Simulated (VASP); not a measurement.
# AgCl (P1) in VASP: single point with PBEsol

Aim: the single point of AgCl with PBEsol.

Everything below comes from runs of VASP 6.6.1. Logs are shortened: lines on timing, memory, paths and dates and some standing lists are left out, and cuts for length are marked.

## (1) The cell of the first run

The typed cell holds 8 atoms: a = 8.855 Å, b = 4.438 Å, c = 5.657 Å, α = 90.02°, β = 89.93°, γ = 120.07°.

## (2) Single point, PBEsol

File INCAR:

```
SYSTEM = AgCl
PREC = Accurate
ENCUT = 520
EDIFF = 1E-6
ISMEAR = -1
SIGMA = 0.05
LREAL = .FALSE.
LASPH = .TRUE.
NELM = 60
ALGO = Normal
ISIF = 2
LWAVE = .FALSE.
LCHARG = .FALSE.
GGA = PS
NBANDS = 46
```

File KPOINTS:

```
Automatic mesh
0
G
  4 4 4
  0 0 0
```

File POSCAR:

```
AgCl
1.0
    8.8545291692     -0.0113500262      0.0054833496
   -2.2184978768      3.8431869387     -0.0006471220
    0.0035097076      0.0011217169      5.6569580310
Ag Cl
4 4
Direct
    0.1618266261      0.6682445160      0.2523506027
    0.3285462389      0.3352073617      0.7521725910
    0.6619236195      0.6662513595      0.2521126692
    0.8285815151      0.3330173957      0.7521648960
    0.3280351294      0.3342732621      0.2523701794
    0.1622655211      0.6687399843      0.7521921521
    0.8281713113      0.3326963065      0.2522065136
    0.6623980560      0.6670183689      0.7521712326
```

Potentials or basis: VASP PAW PBE potentials, release 64 (Ag, Cl).

On the command line:

```bash
cat potpaw_PBE.64/Ag/POTCAR potpaw_PBE.64/Cl/POTCAR > POTCAR
mpirun -np 1 vasp_std > vasp.out
```

OUTCAR:

```text
SYSTEM = AgCl
   PREC = Accurate
   ENCUT = 520
   EDIFF = 1E-6
   ISMEAR = -1
   LREAL = .FALSE.
   LASPH = .TRUE.
   NELM = 60
   ISIF = 2
   GGA = PS

 ion  position               nearest neighbor table
   1  0.162  0.668  0.252-   7 2.56   5 2.56   5 2.56   6 2.83   6 2.83
   2  0.329  0.335  0.752-   6 2.56   8 2.56   6 2.56   5 2.83   5 2.83
   3  0.662  0.666  0.252-   7 2.56   5 2.56   7 2.56   8 2.83   8 2.83
   4  0.829  0.333  0.752-   6 2.56   8 2.56   8 2.56   7 2.83   7 2.83
   5  0.328  0.334  0.252-   1 2.56   3 2.56   1 2.56   2 2.83   2 2.83
   6  0.162  0.669  0.752-   4 2.56   2 2.56   2 2.56   1 2.83   1 2.83
   7  0.828  0.333  0.252-   1 2.56   3 2.56   3 2.56   4 2.83   4 2.83
   8  0.662  0.667  0.752-   4 2.56   2 2.56   4 2.56   3 2.83   3 2.83

  LATTYP: Found a triclinic cell.
 ALAT       =     8.8545381415
 B/A-ratio  =     0.5011606982
 C/A-ratio  =     0.6388768268
 COS(alpha) =     0.0002842707
 COS(beta)  =     0.0012394380
 COS(gamma) =     0.5010476711

  Lattice vectors:

 A1 = (  -8.8545291692,   0.0113500262,  -0.0054833496)
 A2 = (  -2.2184978768,   3.8431869387,  -0.0006471220)
 A3 = (  -0.0035097076,  -0.0011217169,  -5.6569580310)

Analysis of symmetry for initial positions (statically):
=====================================================================
 Subroutine PRICEL returns:
 Original cell was already a primitive cell.

 Routine SETGRP: Setting up the symmetry group for a
 triclinic supercell.

 Subroutine GETGRP returns: Found  1 space group operations
 (whereof  1 operations were pure point group operations)
 out of a pool of  2 trial point group operations.

The static configuration has the point symmetry C_1 .

Analysis of symmetry for dynamics (positions and initial velocities):
=====================================================================
 Subroutine PRICEL returns:
 Original cell was already a primitive cell.

 Routine SETGRP: Setting up the symmetry group for a
 triclinic supercell.

 Subroutine GETGRP returns: Found  1 space group operations
 (whereof  1 operations were pure point group operations)
 out of a pool of  2 trial point group operations.

The dynamic configuration has the point symmetry C_1 .

 Subroutine INISYM returns: Found  1 space group operations
 (whereof  1 operations are pure point group operations),
 and found     1 'primitive' translations

----------------------------------------------------------------------------------------

                                     Primitive cell

  volume of cell :     192.3616

  direct lattice vectors                    reciprocal lattice vectors
     8.854529169 -0.011350026  0.005483350     0.113020233  0.065241451 -0.000083057
    -2.218497877  3.843186939 -0.000647122     0.000333813  0.260393404 -0.000051840
     0.003509708  0.001121717  5.656958031    -0.000109514 -0.000033452  0.176773527

  length of vectors
     8.854538141  4.437546517  5.656959231     0.130499145  0.260393623  0.176773564

  position of ions in fractional coordinates (direct lattice)
     0.161826626  0.668244516  0.252350603
     0.328546239  0.335207362  0.752172591
     0.661923620  0.666251360  0.252112669
     0.828581515  0.333017396  0.752164896
     0.328035129  0.334273262  0.252370179
     0.162265521  0.668739984  0.752192152
     0.828171311  0.332696306  0.252206514
     0.662398056  0.667018369  0.752171233

  ion indices of the primitive-cell ions
   primitive index   ion index
                 1           1
                 2           2
                 3           3
                 4           4
                 5           5
                 6           6
                 7           7
                 8           8

----------------------------------------------------------------------------------------

 KPOINTS: Automatic mesh

Automatic generation of k-mesh.
 Grid dimensions read from file:
 generate k-points for:    4    4    4

 Generating k-lattice:

  Cartesian coordinates                     Fractional coordinates (reciprocal lattice)
     0.028255058  0.016310363 -0.000020764     0.250000000 -0.000000000 -0.000000000
     0.000083453  0.065098351 -0.000012960    -0.000000000  0.250000000 -0.000000000
    -0.000027378 -0.000008363  0.044193382     0.000000000  0.000000000  0.250000000

  Length of vectors
     0.032624786  0.065098406  0.044193391

  Shift w.r.t. Gamma in fractional coordinates (k-lattice)
     0.000000000  0.000000000  0.000000000

 Subroutine IBZKPT returns following result:
 ===========================================

 Found     36 irreducible k-points:

 Following reciprocal coordinates:
            Coordinates               Weight
  0.000000  0.000000  0.000000      1.000000
  0.250000 -0.000000 -0.000000      2.000000
  0.500000 -0.000000 -0.000000      1.000000
 -0.000000  0.250000 -0.000000      2.000000
  0.250000  0.250000 -0.000000      2.000000
  0.500000  0.250000 -0.000000      2.000000
[... 16 lines left out ...]
 -0.000000 -0.250000  0.250000      2.000000
  0.250000 -0.250000  0.250000      2.000000
 [... further k-points ...]
   k-points           NKPTS =     36   k-points in BZ     NKDIM =     36   number of bands    NBANDS=     46
   number of dos      NEDOS =    301   number of ions     NIONS =      8
   total plane-waves  NPLWV = 105840
   dimension x,y,z NGX =    70 NGY =   36 NGZ =   42
   dimension x,y,z NGXF=   140 NGYF=   72 NGZF=   84
   ions per type =               4   4
   NGX,Y,Z   is equivalent  to a cutoff of  13.14, 13.49, 12.34 a.u.
   NGXF,Y,Z  is equivalent  to a cutoff of  26.29, 26.97, 24.69 a.u.
 SYSTEM =  AgCl
   PREC   = accura    normal or accurate (medium, high low for compatibility)
   ISTART =      0    job   : 0-new  1-cont  2-samecut
   ICHARG =      2    charge: 1-file 2-atom 10-const
   ISPIN  =      1    spin polarized calculation?
   LNONCOLLINEAR =      F non collinear calculations
   LSORBIT =      F    spin-orbit coupling
   LASPH  =      T    aspherical Exc in radial PAW
   ENCUT  =  520.0 eV  38.22 Ry    6.18 a.u.  16.46  8.25 10.52*2*pi/ulx,y,z
   NELM   =     60;   NELMIN=  2; NELMDL= -5     # of ELM steps
   EDIFF  = 0.1E-05   stopping-criterion for ELM
   LREAL  =      F    real-space projection
   EDIFFG = 0.1E-04   stopping-criterion for IOM
   NSW    =      0    number of steps for IOM
   IBRION =     -1    ionic relax: 0-MD 1-quasi-New 2-CG
   NFREE  =      0    steps in history (QN), initial steepest desc. (CG)
   ISIF   =      2    stress and relaxation
   ISYM   =      2    0-nonsym 1-usesym 2-fastsym
   POTIM  = 0.5000    time-step for ionic-motion
   TEBEG  =    0.0;   TEEND  =   0.0 temperature during run
   PSTRESS=    0.0 pullay stress
   NELECT =      72.0000    total number of electrons
   NUPDOWN=      -1.0000    fix difference up-down
   EMIN   =  10.00;   EMAX   =-10.00  energy-range for DOS
   EFERMI =   0.00;   METHOD = LEGACY
   ISMEAR =    -1;   SIGMA  =   0.05  broadening in eV -4-tet -1-fermi 0-gaus
   EFERMI_NEDOS =   21; number of points for ismear=-14 and -15
   IALGO  =     38    algorithm
   IMIX   =      4    mixing-type and parameters
     AMIX     =   0.40;   BMIX     =  1.00
     AMIX_MAG =   1.60;   BMIX_MAG =  1.00
  volume/ion in A,a.u.               =      24.05       162.26
  Fermi-wavevector in a.u.,A,eV,Ry     =   1.179812  2.229522 18.938724  1.391957
  Thomas-Fermi vector in A             =   2.316116
   LORBIT       =      0    0 simple, 1 ext, 2 COOP (PROOUT), +10 PAW based schemes
   GGA     = PS    functional components
   LHFCALC =     F    Hartree Fock is set to
   AEXX    =    0.0000 exact exchange contribution
   IVDW    =     0    specifies the selected vdW correction
   LEPSILON=     F    determine dielectric tensor
   LRPA    =     F    only Hartree local field effects (RPA)
 non-spin polarized calculation
  energy-cutoff  :      520.00
  volume of cell :      192.36
 maximum number of plane-waves:      5257
 NGX is ok and might be reduce to    70
   NGX = 33   NGY = 17   NGZ = 21

 number of electron      71.9999997 magnetization

 Free energy of the ion-electron system (eV)
  ---------------------------------------------------
  ext. energy  EPLUGINS =         0.00000000
  ---------------------------------------------------
  free energy    TOTEN  =       -24.11946791 eV

  energy without entropy =      -24.11946698  energy(sigma->0) =      -24.11946744

 E-fermi :   3.2196     XC(G=0):  -9.3283

 val. band max:        2.5639603808   @ k =   0.0000   0.0000   0.0000
 cond. band min:       3.7556543002   @ k =   0.0000   0.0000   0.0000
 fundamental gap:      1.1916939194
 Fermi energy:         3.2195753636

 k-point     1 :       0.0000    0.0000    0.0000
  band No.  band energies     occupation
      1     -12.5290      2.00000
      2     -12.2785      2.00000
      3     -12.1328      2.00000
      4     -12.0936      2.00000
      5      -2.0859      2.00000
      6      -1.9678      2.00000
[... 38 lines left out ...]
     45      10.8764      0.00000
     46      10.9340      0.00000

 k-point     2 :       0.2500   -0.0000   -0.0000
  band No.  band energies     occupation
      1     -12.4996      2.00000
      2     -12.3295      2.00000
      3     -12.1131      2.00000
      4     -12.0924      2.00000
      5      -2.0677      2.00000
      6      -1.9745      2.00000
[... 38 lines left out ...]
     45      10.6733      0.00000
     46      10.7314      0.00000

 k-point     3 :       0.5000   -0.0000   -0.0000
  band No.  band energies     occupation
      1     -12.4230      2.00000
      2     -12.4222      2.00000
      3     -12.0954      2.00000
      4     -12.0947      2.00000
      5      -2.0175      2.00000
      6      -2.0156      2.00000
[... 1018 lines left out ...]
     45      10.5147      0.00000
     46      10.7067      0.00000

 k-point    24 :       0.2500   -0.2500    0.2500
  band No.  band energies     occupation
      1     -12.3853      2.00000
      2     -12.2034      2.00000
      3     -12.1596      2.00000
      4     -12.1343      2.00000
      5      -2.0999      2.00000
      6      -2.0775      2.00000
[... 38 lines left out ...]
     45      10.0589      0.00000
     46      10.3905      0.00000

 [... further k-points ...]
[... 5 lines left out ...]
  --------------------------------------------------------------------------------------
  -------------------------------------------------------------------------------------
  Total       -0.1032065     -0.1227272     -0.0821222      0.0097234     -0.0014209     -0.0046953
  in kB       -0.8596058     -1.0221934     -0.6839951      0.0809860     -0.0118343     -0.0391072
  external PRESSURE =      -0.8552648 kB  Pullay stress =       0.0000000 kB

 VOLUME and BASIS-vectors are now :
 -----------------------------------------------------------------------------
  energy-cutoff  :      520.00
  volume of cell :      192.36
      direct lattice vectors                 reciprocal lattice vectors
     8.854529169 -0.011350026  0.005483350     0.113020233  0.065241451 -0.000083057
    -2.218497877  3.843186939 -0.000647122     0.000333813  0.260393404 -0.000051840
     0.003509708  0.001121717  5.656958031    -0.000109514 -0.000033452  0.176773527

 POSITION                                       TOTAL-FORCE (eV/Angst)
 -----------------------------------------------------------------------------------
     -0.04871      2.56663      1.42799         0.002770      0.001724     -0.001074
      2.16811      1.28538      4.25659         0.000005     -0.000909      0.001392
      4.38383      2.55330      1.42939        -0.001103      0.000756      0.000203
      6.60054      1.27129      4.25929        -0.001858     -0.001404      0.000386
      2.16390      1.28123      1.42923         0.001508      0.000527     -0.002391
     -0.04417      2.56909      4.25558         0.003981      0.002416      0.001785
      6.59587      1.26950      1.43105        -0.003969     -0.003182     -0.000576
      4.38808      2.55680      4.25820        -0.001334      0.000073      0.000275
 -----------------------------------------------------------------------------------
    total drift:                               -0.000672     -0.000038      0.000825

  FREE ENERGIE OF THE ION-ELECTRON SYSTEM (eV)
  ---------------------------------------------------
  free  energy   TOTEN  =       -24.1194679100 eV

  energy  without entropy=      -24.1194669769  energy(sigma->0) =      -24.11946744
```

Wall time 5.2 min (1 thread of Intel Xeon Platinum 8259CL at 2.50GHz (Skylake/Cascade Lake), shared host); peak memory 0.45 GiB.

Results:

| Item | Value |
| --- | --- |
| Free energy | -24.1195 eV |
| Pressure | -0.1 GPa |
| Largest force | 0.005 eV/Å |
| Band gap on the k mesh | 1.19 eV |

Forces in eV/Å, atoms in the order of the input:
```
Ag   0.003  0.002 -0.001
Ag   0.000 -0.001  0.001
Ag  -0.001  0.001  0.000
Ag  -0.002 -0.001  0.000
Cl   0.002  0.001 -0.002
Cl   0.004  0.002  0.002
Cl  -0.004 -0.003 -0.001
Cl  -0.001  0.000  0.000
```

Caveat: the PAW data sets were made with another functional, which shifts forces and pressure a little.
